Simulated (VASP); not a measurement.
# Ti (Fm-3m) in VASP: relaxation of cell and atoms with PBEsol

Aim: the relaxation of cell and atoms of Ti with PBEsol.

Everything below comes from runs of VASP 6.6.1. Logs are shortened: lines on timing, memory, paths and dates and some standing lists are left out, and cuts for length are marked.

### Step 1. The cell of the first run

It takes space group Fm-3m (No. 225, cubic). Conventional cell: a = 4.055 Å, b = 4.055 Å, c = 4.055 Å, α = 90.00°, β = 90.00°, γ = 90.00°. Ti (site symmetry m-3m) has 12 Ti at 2.87 Å within 3.8 Å.

This isn't the form of Ti at room conditions, which is hcp.

### Step 2. Relaxation of cell and atoms, PBEsol

Input file INCAR:

```
SYSTEM = Ti
PREC = Accurate
ENCUT = 600
EDIFF = 1E-6
ISMEAR = 1
SIGMA = 0.05
LREAL = .False.
LASPH = .True.
NELM = 80
ALGO = Normal
ISIF = 3
LWAVE = .False.
LCHARG = .False.
GGA = PS
IBRION = 2
NSW = 80
EDIFFG = -0.01
```

Input file KPOINTS:

```
Automatic mesh
0
Gamma
  17 17 17
  0 0 0
```

Input file POSCAR:

```
Ti
1.0
    0.0000000000      2.0273230900      2.0273230900
    2.0273230900      0.0000000000      2.0273230900
    2.0273230900      2.0273230900      0.0000000000
Ti
1
Direct
    0.0000000000      0.0000000000      0.0000000000
```

Potentials or basis: VASP PAW PBE potentials, release 64 (Ti_sv).

Command:

```sh
$ cat potpaw_PBE.64/Ti_sv/POTCAR > POTCAR
$ mpirun -np 1 vasp_std > vasp.out
```

OUTCAR:

```text
SYSTEM = Ti
   PREC = Accurate
   ENCUT = 600
   EDIFF = 1E-6
   ISMEAR = 1
   LREAL = .False.
   LASPH = .True.
   NELM = 80
   ISIF = 3
   GGA = PS
   IBRION = 2
   NSW = 80
   EDIFFG = -0.01

 ion  position               nearest neighbor table
   1  0.000  0.000  0.000-

  LATTYP: Found a face centered cubic cell.
 ALAT       =     4.0546461800

  Lattice vectors:

 A1 = (   0.0000000000,   2.0273230900,   2.0273230900)
 A2 = (   2.0273230900,   0.0000000000,   2.0273230900)
 A3 = (   2.0273230900,   2.0273230900,   0.0000000000)

Analysis of symmetry for initial positions (statically):
=====================================================================
 Subroutine PRICEL returns:
 Original cell was already a primitive cell.

 Routine SETGRP: Setting up the symmetry group for a
 face centered cubic supercell.

 Subroutine GETGRP returns: Found 48 space group operations
 (whereof 48 operations were pure point group operations)
 out of a pool of 48 trial point group operations.

The static configuration has the point symmetry O_h .

Analysis of symmetry for dynamics (positions and initial velocities):
=====================================================================
 Subroutine PRICEL returns:
 Original cell was already a primitive cell.

 Routine SETGRP: Setting up the symmetry group for a
 face centered cubic supercell.

 Subroutine GETGRP returns: Found 48 space group operations
 (whereof 48 operations were pure point group operations)
 out of a pool of 48 trial point group operations.

The dynamic configuration has the point symmetry O_h .

 Subroutine INISYM returns: Found 48 space group operations
 (whereof 48 operations are pure point group operations),
 and found     1 'primitive' translations

----------------------------------------------------------------------------------------

                                     Primitive cell

  volume of cell :      16.6648

  direct lattice vectors                    reciprocal lattice vectors
     0.000000000  2.027323090  2.027323090    -0.246630644  0.246630644  0.246630644
     2.027323090  0.000000000  2.027323090     0.246630644 -0.246630644  0.246630644
     2.027323090  2.027323090  0.000000000     0.246630644  0.246630644 -0.246630644

  length of vectors
     2.867067809  2.867067809  2.867067809     0.427176807  0.427176807  0.427176807

  position of ions in fractional coordinates (direct lattice)
     0.000000000  0.000000000  0.000000000

  ion indices of the primitive-cell ions
   primitive index   ion index
                 1           1

----------------------------------------------------------------------------------------

 KPOINTS: Automatic mesh

Automatic generation of k-mesh.
 Grid dimensions read from file:
 generate k-points for:   17   17   17

 Generating k-lattice:

  Cartesian coordinates                     Fractional coordinates (reciprocal lattice)
    -0.014507685  0.014507685  0.014507685     0.058823529  0.000000000  0.000000000
     0.014507685 -0.014507685  0.014507685     0.000000000  0.058823529  0.000000000
     0.014507685  0.014507685 -0.014507685     0.000000000  0.000000000  0.058823529

  Length of vectors
     0.025128047  0.025128047  0.025128047

  Shift w.r.t. Gamma in fractional coordinates (k-lattice)
     0.000000000  0.000000000  0.000000000

 Subroutine IBZKPT returns following result:
 ===========================================

 Found    165 irreducible k-points:

 Following reciprocal coordinates:
            Coordinates               Weight
  0.000000  0.000000  0.000000      1.000000
  0.058824  0.000000  0.000000      8.000000
  0.117647  0.000000  0.000000      8.000000
  0.176471  0.000000  0.000000      8.000000
  0.235294  0.000000  0.000000      8.000000
  0.294118  0.000000  0.000000      8.000000
[... 16 lines left out ...]
 -0.176471  0.058824  0.000000     24.000000
 -0.117647  0.058824  0.000000     24.000000
 [... further k-points ...]
   k-points           NKPTS =    165   k-points in BZ     NKDIM =    165   number of bands    NBANDS=     10
   number of dos      NEDOS =    301   number of ions     NIONS =      1
   total plane-waves  NPLWV =  13824
   dimension x,y,z NGX =    24 NGY =   24 NGZ =   24
   dimension x,y,z NGXF=    48 NGYF=   48 NGZF=   48
   ions per type =               1
   NGX,Y,Z   is equivalent  to a cutoff of  13.92, 13.92, 13.92 a.u.
   NGXF,Y,Z  is equivalent  to a cutoff of  27.83, 27.83, 27.83 a.u.
 SYSTEM =  Ti
   PREC   = accura    normal or accurate (medium, high low for compatibility)
   ISTART =      0    job   : 0-new  1-cont  2-samecut
   ICHARG =      2    charge: 1-file 2-atom 10-const
   ISPIN  =      1    spin polarized calculation?
   LNONCOLLINEAR =      F non collinear calculations
   LSORBIT =      F    spin-orbit coupling
   LASPH  =      T    aspherical Exc in radial PAW
   ENCUT  =  600.0 eV  44.10 Ry    6.64 a.u.   5.73  5.73  5.73*2*pi/ulx,y,z
   NELM   =     80;   NELMIN=  2; NELMDL= -5     # of ELM steps
   EDIFF  = 0.1E-05   stopping-criterion for ELM
   LREAL  =      F    real-space projection
   EDIFFG = -.1E-01   stopping-criterion for IOM
   NSW    =     80    number of steps for IOM
   IBRION =      2    ionic relax: 0-MD 1-quasi-New 2-CG
   NFREE  =      1    steps in history (QN), initial steepest desc. (CG)
   ISIF   =      3    stress and relaxation
   ISYM   =      2    0-nonsym 1-usesym 2-fastsym
   POTIM  = 0.5000    time-step for ionic-motion
   TEBEG  =    0.0;   TEEND  =   0.0 temperature during run
   PSTRESS=    0.0 pullay stress
   NELECT =      12.0000    total number of electrons
   NUPDOWN=      -1.0000    fix difference up-down
   EMIN   =  10.00;   EMAX   =-10.00  energy-range for DOS
   EFERMI =   0.00;   METHOD = LEGACY
   ISMEAR =     1;   SIGMA  =   0.05  broadening in eV -4-tet -1-fermi 0-gaus
   EFERMI_NEDOS =   21; number of points for ismear=-14 and -15
   IALGO  =     38    algorithm
   IMIX   =      4    mixing-type and parameters
     AMIX     =   0.40;   BMIX     =  1.00
     AMIX_MAG =   1.60;   BMIX_MAG =  1.00
  volume/ion in A,a.u.               =      16.66       112.46
  Fermi-wavevector in a.u.,A,eV,Ry     =   1.467356  2.772902 29.295178  2.153135
  Thomas-Fermi vector in A             =   2.582984
   LORBIT       =      0    0 simple, 1 ext, 2 COOP (PROOUT), +10 PAW based schemes
   GGA     = PS    functional components
   LHFCALC =     F    Hartree Fock is set to
   AEXX    =    0.0000 exact exchange contribution
   IVDW    =     0    specifies the selected vdW correction
   LEPSILON=     F    determine dielectric tensor
   LRPA    =     F    only Hartree local field effects (RPA)
 conjugate gradient relaxation of ions
 non-spin polarized calculation
 Methfessel and Paxton  Order N= 1 SIGMA  =   0.05
  energy-cutoff  :      600.00
  volume of cell :       16.66
 maximum number of plane-waves:       568
   NGX = 11   NGY = 11   NGZ = 11

--------------------------------------- Ionic step        1  -------------------------------------------

 number of electron      12.0000001 magnetization

 Free energy of the ion-electron system (eV)
  ---------------------------------------------------
  ext. energy  EPLUGINS =         0.00000000
  ---------------------------------------------------
  free energy    TOTEN  =        -8.28342969 eV

  energy without entropy =       -8.28345542  energy(sigma->0) =       -8.28343826

------------------------ aborting loop because EDIFF is reached ----------------------------------------

  FORCE on cell =-STRESS in cart. coord.  units (eV):
  Direction    XX          YY          ZZ          XY          YZ          ZX
  --------------------------------------------------------------------------------------
  -------------------------------------------------------------------------------------
  Total       -0.0234362     -0.0234362     -0.0234362      0.0000000      0.0000000     -0.0000000
  in kB       -2.2531982     -2.2531982     -2.2531982      0.0000000      0.0000000     -0.0000000
  external PRESSURE =      -2.2531982 kB  Pullay stress =       0.0000000 kB
[... 55 lines left out ...]
  energy  without entropy=       -8.2834678045  energy(sigma->0) =       -8.28346016

--------------------------------------- Ionic step        3  -------------------------------------------

 number of electron      12.0000001 magnetization

 Free energy of the ion-electron system (eV)
  ---------------------------------------------------
  ext. energy  EPLUGINS =         0.00000000
  ---------------------------------------------------
  free energy    TOTEN  =        -8.28346242 eV

  energy without entropy =       -8.28347738  energy(sigma->0) =       -8.28346741

 E-fermi :   8.5714     XC(G=0): -11.8469

 val. band max:        8.5685624172   @ k =  -0.2353   0.0588   0.0000
 cond. band min:       8.5769039064   @ k =  -0.1765   0.1176   0.0000
 fundamental gap:      0.0083414892
 Fermi energy:         8.5713533411

 k-point     1 :       0.0000    0.0000    0.0000
  band No.  band energies     occupation
      1     -47.8394      2.00000
      2     -23.7387      2.00000
      3     -23.7387      2.00000
      4     -23.7387      2.00000
      5       2.3668      2.00000
      6       9.4679     -0.00000
      7       9.4679     -0.00000
      8       9.4679     -0.00000
      9      11.1926      0.00000
     10      11.1926      0.00000
[... 287 lines left out ...]
 k-point    24 :      -0.1176    0.0588    0.0000
  band No.  band energies     occupation
      1     -47.8098      2.00000
      2     -23.8917      2.00000
      3     -23.7771      2.00000
      4     -23.7510      2.00000
      5       3.0832      2.00000
      6       9.0429     -0.00000
      7       9.6964      0.00000
      8       9.7086      0.00000
      9      10.9093      0.00000
     10      11.2305      0.00000

 [... further k-points ...]

------------------------ aborting loop because EDIFF is reached ----------------------------------------

  FORCE on cell =-STRESS in cart. coord.  units (eV):
  Direction    XX          YY          ZZ          XY          YZ          ZX
  --------------------------------------------------------------------------------------
  -------------------------------------------------------------------------------------
  Total        0.0044307      0.0044307      0.0044307      0.0000000      0.0000000     -0.0000000
  in kB        0.4270335      0.4270335      0.4270335      0.0000000      0.0000000     -0.0000000
  external PRESSURE =       0.4270335 kB  Pullay stress =       0.0000000 kB
[... 16 lines left out ...]
  FREE ENERGIE OF THE ION-ELECTRON SYSTEM (eV)
  ---------------------------------------------------
  free  energy   TOTEN  =        -8.2834624235 eV

  energy  without entropy=       -8.2834773764  energy(sigma->0) =       -8.28346741

 reached required accuracy - stopping structural energy minimisation
```

It took 95 s on 1 thread of Intel Xeon 8259CL, shared host; peak memory 0.17 GiB.

What came out:

| Property | Result |
| --- | --- |
| Free energy | -8.2835 eV |
| Relaxed volume | 16.62 Å³/atom |
| Relaxed cell | a = 2.865 Å, b = 2.865 Å, c = 2.865 Å, α = 60.00°, β = 60.00°, γ = 60.00° |
| Space group after relaxing (to 0.1 Å) | Fm-3m (No. 225) |
| Energy gained by relaxing | 0.0 meV/atom |
| Ionic steps | 3 |
| Pressure after relaxing | 0.0 GPa |
| Band gap on the k mesh | zero (bands 6 and 7 overlap by 1.39 eV) |

Final structure:
```
Ti
1.0
     0.00000    2.02564    2.02564
     2.02564    0.00000    2.02564
     2.02564    2.02564    0.00000
Ti
1
Direct
  0.00000 0.00000 0.00000
```

Levels at points of the mesh, in eV from the Fermi level:
```csv
k point,band 4,band 5,band 6,band 7,band 8,band 9
"(0.00, 0.00, 0.00)",-32.31,-6.20,0.90,0.90,0.90,2.62
```

Caveat: the PAW data sets were made with another functional, which shifts forces and pressure a little.
